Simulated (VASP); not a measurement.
# W (I4/mmm) in VASP: further runs, part 2 of 3

VASP 6.6.1.

### 4 Electric field gradients, PBE (equal xx and yy strain of -1 %)

The input, INCAR:

```
PREC = Accurate ; ENCUT = 520
EDIFF = 1E-8 ; ISMEAR = -1
SIGMA = 0.05 ; LREAL = False
LASPH = True ; NELM = 100
ALGO = Normal ; ISIF = 2
LWAVE = False ; LCHARG = False
GGA = PE ; LEFG = True
NBANDS = 13
```

The input, KPOINTS:

```
regular mesh
0
Gamma
  14 14 14
```

The input, POSCAR:

```
W
1.0
    0.0000000000      2.0097000000      2.0300000000
    2.0097000000      0.0000000000      2.0300000000
    2.0097000000      2.0097000000      0.0000000000
W
1
Direct
    0.0000000000      0.0000000000      0.0000000000
```

Potentials or basis: VASP PAW PBE potentials, release 64 (W_sv).

Command:

```
$ cat potpaw_PBE.64/W_sv/POTCAR > POTCAR
$ mpirun -np 1 vasp_std > vasp.out
```

OUTCAR:

```text
PREC = Accurate
   ENCUT = 520
   EDIFF = 1E-8
   ISMEAR = -1
   LREAL = False
   LASPH = True
   NELM = 100
   ISIF = 2
   GGA = PE

 ion  position               nearest neighbor table
   1  0.000  0.000  0.000-

  LATTYP: Found a body centered tetragonal cell.
 ALAT       =     2.8421449963
 C/A-ratio  =     1.4284985479

  Lattice vectors:

 A1 = (  -2.0097000000,   0.0000000000,   2.0300000000)
[... 590 lines left out ...]
 -----------------------------------------------------------------------------------
    total drift:                               -0.000000      0.000000     -0.000000

  FREE ENERGIE OF THE ION-ELECTRON SYSTEM (eV)
  ---------------------------------------------------
  free  energy   TOTEN  =       -12.4781066669 eV

  energy  without entropy=      -12.4678351194  energy(sigma->0) =      -12.47297089

 Electric field gradients (V/A^2)
---------------------------------------------------------------------
 ion       V_xx      V_yy      V_zz      V_xy      V_xz      V_yz
---------------------------------------------------------------------
   1       3.039     3.039    -6.077    -0.000    -0.000    -0.000
---------------------------------------------------------------------

 Electric field gradients after diagonalization (V/A^2)
 (convention: |V_zz| > |V_xx| > |V_yy|)
----------------------------------------------------------------------
 ion       V_xx      V_yy      V_zz     asymmetry (V_yy - V_xx)/ V_zz
----------------------------------------------------------------------
   1       3.039     3.038    -6.077       0.000
----------------------------------------------------------------------

           NMR quadrupolar parameters

 Cq : quadrupolar parameter    Cq=e*Q*V_zz/h
 eta: asymmetry parameters     (V_yy - V_xx)/ V_zz
 Q  : nuclear electric quadrupole moment in mb (millibarn)
----------------------------------------------------------------------
 ion       Cq(MHz)       eta       Q (mb)
----------------------------------------------------------------------
   1      -0.015       0.000       1.000
----------------------------------------------------------------------
```

OSZICAR:

```text
N       E                     dE             d eps       ncg     rms          rms(c)
DAV:   1     0.839206148251E+02    0.83921E+02   -0.75220E+03  6405   0.122E+03
DAV:   2    -0.114807410512E+02   -0.95401E+02   -0.91874E+02  7184   0.314E+02
DAV:   3    -0.130924827073E+02   -0.16117E+01   -0.16036E+01  6954   0.395E+01
DAV:   4    -0.130995249474E+02   -0.70422E-02   -0.70418E-02  7119   0.288E+00
DAV:   5    -0.130995890487E+02   -0.64101E-04   -0.64101E-04  7079   0.258E-01    0.190E+01
DAV:   6    -0.126049763705E+02    0.49461E+00   -0.42556E-01  6814   0.863E+00    0.741E+00
DAV:   7    -0.124823378290E+02    0.12264E+00   -0.20642E-01  7099   0.566E+00    0.556E-01
DAV:   8    -0.124781571562E+02    0.41807E-02   -0.40608E-03  6474   0.825E-01    0.712E-02
DAV:   9    -0.124781076019E+02    0.49554E-04   -0.10300E-04  7439   0.118E-01    0.384E-02
DAV:  10    -0.124781062063E+02    0.13957E-05   -0.12141E-05  6839   0.456E-02    0.330E-03
DAV:  11    -0.124781068120E+02   -0.60571E-06   -0.20254E-07  6619   0.563E-03    0.474E-04
DAV:  12    -0.124781066621E+02    0.14989E-06   -0.46441E-09  5287   0.862E-04    0.671E-05
DAV:  13    -0.124781066669E+02   -0.48708E-08   -0.34556E-10  3517   0.263E-04
   1 F= -.12478107E+02 E0= -.12472971E+02  d E =-.102715E-01
```

Wall time 15 s (1 thread of Intel Xeon 6975P-C (Granite Rapids), shared host); peak memory 0.18 GiB.

Results:

| Quantity | Value |
| --- | --- |
| Free energy | -12.4781 eV |
| Pressure | 1.4 GPa |
| Band gap on the k mesh | zero (band 7 reaches 13.62 eV, above the bottom of band 8 at 9.99 eV) |

Stress tensor (GPa, compression positive):
```
0.27 0.00 0.00
0.00 0.27 0.00
0.00 0.00 3.59
```

Levels at points of the mesh, in eV from the Fermi level:
```csv
k point,band 5,band 6,band 7,band 8,band 9,band 10
"(0.00, 0.00, 0.00)",-8.98,-0.63,-0.50,-0.50,2.48,2.69
"(0.50, 0.00, 0.00)",-5.59,-0.84,-0.69,0.65,5.02,5.11
"(0.50, 0.50, 0.00)",-5.48,-4.49,2.93,5.04,5.79,5.79
"(0.50, 0.00, 0.50)",-5.47,-4.52,3.13,5.02,5.72,5.88
```

Electric field gradients, principal values (V/Å²):
| atom | least | middle | greatest (by size) |
| --- | --- | --- | --- |
| 1 W | 3.038 | 3.039 | -6.077 |

Caveat: the cell differs from its parent crystal (equal xx and yy strain of -1 %); without QUAD_EFG the Cq values of the log hold for a quadrupole moment of 1 mb, not for the nuclei; spin-orbit coupling is left out, which moves the levels of the heavy elements.

### 5 Electric field gradients, PBE (zz strain of +1 %)

The input, INCAR:

```
SYSTEM = W
PREC     = Accurate       ! precision mode
ENCUT    = 520            ! plane-wave cutoff, eV
EDIFF    = 1E-8           ! SCF threshold, eV
ISMEAR   = -1             ! smearing method
SIGMA    = 0.05           ! smearing width, eV
LREAL    = .False.        ! projectors in reciprocal space
LASPH    = .True.         ! aspherical terms in the spheres
NELM     = 60             ! most SCF steps
ALGO     = Normal         ! electronic algorithm
ISIF     = 2              ! what is computed and relaxed
LWAVE    = .False.        ! write WAVECAR
LCHARG   = .False.        ! write CHGCAR
GGA      = PE             ! functional
LEFG     = .True.       
NBANDS   = 13             ! bands
```

The input, KPOINTS:

```
regular mesh
0
Gamma
  14 14 14
  0 0 0
```

The input, POSCAR:

```
W
1.0
    0.0000000000      2.0300000000      2.0503000000
    2.0300000000      0.0000000000      2.0503000000
    2.0300000000      2.0300000000      0.0000000000
W
1
Direct
    0.0000000000      0.0000000000      0.0000000000
```

Potentials or basis: VASP PAW PBE potentials, release 64 (W_sv).

Command:

```
$ cat potpaw_PBE.64/W_sv/POTCAR > POTCAR
$ mpirun -np 1 vasp_std > vasp.out
```

OUTCAR:

```text
SYSTEM = W
   PREC = Accurate
   ENCUT = 520
   EDIFF = 1E-8
   ISMEAR = -1
   LREAL = .False.
   LASPH = .True.
   NELM = 60
   ISIF = 2
   GGA = PE

 ion  position               nearest neighbor table
   1  0.000  0.000  0.000-

  LATTYP: Found a body centered tetragonal cell.
 ALAT       =     2.8708535316
 C/A-ratio  =     1.4283556980

  Lattice vectors:

 A1 = (  -2.0300000000,   0.0000000000,   2.0503000000)
 A2 = (   2.0300000000,   0.0000000000,   2.0503000000)
 A3 = (   0.0000000000,   2.0300000000,  -2.0503000000)

Analysis of symmetry for initial positions (statically):
=====================================================================
 Subroutine PRICEL returns:
 Original cell was already a primitive cell.

 Routine SETGRP: Setting up the symmetry group for a
 body centered tetragonal supercell.

 Subroutine GETGRP returns: Found 16 space group operations
 (whereof 16 operations were pure point group operations)
 out of a pool of 16 trial point group operations.

The static configuration has the point symmetry D_4h.

Analysis of symmetry for dynamics (positions and initial velocities):
=====================================================================
 Subroutine PRICEL returns:
 Original cell was already a primitive cell.

 Routine SETGRP: Setting up the symmetry group for a
 body centered tetragonal supercell.

 Subroutine GETGRP returns: Found 16 space group operations
 (whereof 16 operations were pure point group operations)
 out of a pool of 16 trial point group operations.

[... 152 lines left out ...]

 k-point     1 :       0.0000    0.0000    0.0000
  band No.  band energies     occupation
      1     -63.6394      2.00000
      2     -27.3121      2.00000
      3     -27.3018      2.00000
      4     -27.3018      2.00000
      5       1.2536      2.00000
      6       9.4853      1.99999
      7       9.6122      1.99984
      8       9.6122      1.99984
      9      12.4687      0.00000
     10      12.6600      0.00000
     11      22.8417      0.00000
     12      27.7051      0.00000
     13      28.0220      0.00000
[... 354 lines left out ...]
  band No.  band energies     occupation
      1     -63.5852      2.00000
      2     -27.8309      2.00000
      3     -27.4401      2.00000
      4     -27.4386      2.00000
      5       3.8899      2.00000
      6       7.8809      2.00000
      7       9.7008      1.99904
      8      10.7484      0.00000
      9      12.0080      0.00000
     10      13.6103      0.00000
     11      24.5351      0.00000
     12      27.3200      0.00000
     13      29.5342      0.00000

 [... further k-points ...]
[... 5 lines left out ...]
  --------------------------------------------------------------------------------------
  -------------------------------------------------------------------------------------
  Total       -0.8344418     -0.8344418     -0.5007739      0.0000000      0.0000000      0.0000000
  in kB      -79.1165176    -79.1165176    -47.4802307      0.0000000      0.0000000      0.0000000
  external PRESSURE =     -68.5710886 kB  Pullay stress =       0.0000000 kB

 VOLUME and BASIS-vectors are now :
 -----------------------------------------------------------------------------
  energy-cutoff  :      520.00
  volume of cell :       16.90
      direct lattice vectors                 reciprocal lattice vectors
     0.000000000  2.030000000  2.050300000    -0.246305419  0.246305419  0.243866751
     2.030000000  0.000000000  2.050300000     0.246305419 -0.246305419  0.243866751
     2.030000000  2.030000000  0.000000000     0.246305419  0.246305419 -0.243866751

 POSITION                                       TOTAL-FORCE (eV/Angst)
 -----------------------------------------------------------------------------------
      0.00000      0.00000      0.00000         0.000000      0.000000      0.000000
 -----------------------------------------------------------------------------------
    total drift:                               -0.000000      0.000000      0.000000

  FREE ENERGIE OF THE ION-ELECTRON SYSTEM (eV)
  ---------------------------------------------------
  free  energy   TOTEN  =       -12.4694523721 eV

  energy  without entropy=      -12.4586252867  energy(sigma->0) =      -12.46403883

 Electric field gradients (V/A^2)
---------------------------------------------------------------------
 ion       V_xx      V_yy      V_zz      V_xy      V_xz      V_yz
---------------------------------------------------------------------
   1       2.796     2.796    -5.592    -0.000    -0.000    -0.000
---------------------------------------------------------------------

 Electric field gradients after diagonalization (V/A^2)
 (convention: |V_zz| > |V_xx| > |V_yy|)
----------------------------------------------------------------------
 ion       V_xx      V_yy      V_zz     asymmetry (V_yy - V_xx)/ V_zz
----------------------------------------------------------------------
   1       2.796     2.795    -5.592       0.000
----------------------------------------------------------------------

           NMR quadrupolar parameters

 Cq : quadrupolar parameter    Cq=e*Q*V_zz/h
 eta: asymmetry parameters     (V_yy - V_xx)/ V_zz
 Q  : nuclear electric quadrupole moment in mb (millibarn)
----------------------------------------------------------------------
 ion       Cq(MHz)       eta       Q (mb)
----------------------------------------------------------------------
   1      -0.014       0.000       1.000
----------------------------------------------------------------------
```

OSZICAR:

```text
N       E                     dE             d eps       ncg     rms          rms(c)
DAV:   1     0.851784119585E+02    0.85178E+02   -0.74908E+03  6375   0.122E+03
DAV:   2    -0.113999378293E+02   -0.96578E+02   -0.92919E+02  7034   0.316E+02
DAV:   3    -0.131130967466E+02   -0.17132E+01   -0.17026E+01  7059   0.406E+01
DAV:   4    -0.131210137719E+02   -0.79170E-02   -0.79165E-02  7059   0.303E+00
DAV:   5    -0.131210857422E+02   -0.71970E-04   -0.71970E-04  7189   0.274E-01    0.180E+01
DAV:   6    -0.125990926747E+02    0.52199E+00   -0.46038E-01  6789   0.889E+00    0.677E+00
DAV:   7    -0.124737138028E+02    0.12538E+00   -0.21465E-01  7104   0.571E+00    0.632E-01
DAV:   8    -0.124695690315E+02    0.41448E-02   -0.41477E-03  6439   0.835E-01    0.922E-02
DAV:   9    -0.124694525266E+02    0.11650E-03   -0.15175E-04  7319   0.142E-01    0.356E-02
DAV:  10    -0.124694519222E+02    0.60438E-06   -0.12984E-05  6794   0.460E-02    0.265E-03
DAV:  11    -0.124694525211E+02   -0.59885E-06   -0.23870E-07  6749   0.595E-03    0.492E-04
DAV:  12    -0.124694523581E+02    0.16297E-06   -0.48515E-09  5172   0.916E-04    0.668E-05
DAV:  13    -0.124694523727E+02   -0.14620E-07   -0.47047E-10  3587   0.301E-04    0.305E-05
DAV:  14    -0.124694523721E+02    0.64279E-09   -0.79704E-11  3387   0.128E-04
   1 F= -.12469452E+02 E0= -.12464039E+02  d E =-.108271E-01
```

stdout:

```text
POSCAR found type information on POSCAR W
 POSCAR found :  1 types and       1 ions
 scaLAPACK will be used
 LDA part: xc-table for (Slater+PW92), standard interpolation
 POSCAR, INCAR and KPOINTS ok, starting setup
 FFT: planning ... GRIDC
 FFT: planning ... GRID_SOFT
 FFT: planning ... GRID
 WAVECAR not read
 entering main loop
ion   1
```

It took 16 s on 1 thread of Intel Xeon 6975P-C (Granite Rapids), shared host; peak memory 0.17 GiB.

Results:

```yaml
Free_energy: -12.4695 eV
Pressure: -6.9 GPa
Band_gap_on_the_k_mesh: zero (band 7 reaches 13.05 eV, above the bottom of band 8 at 9.61 eV)
```

Electric field gradients, principal values (V/Å²):
| atom | least | middle | greatest (by size) |
| --- | --- | --- | --- |
| 1 W | 2.795 | 2.796 | -5.592 |

Caveat: the cell differs from its parent crystal (zz strain of +1 %); without QUAD_EFG the Cq values of the log hold for a quadrupole moment of 1 mb, not for the nuclei; spin-orbit coupling is left out, which moves the levels of the heavy elements.

(Continued in part 3 of 3.)
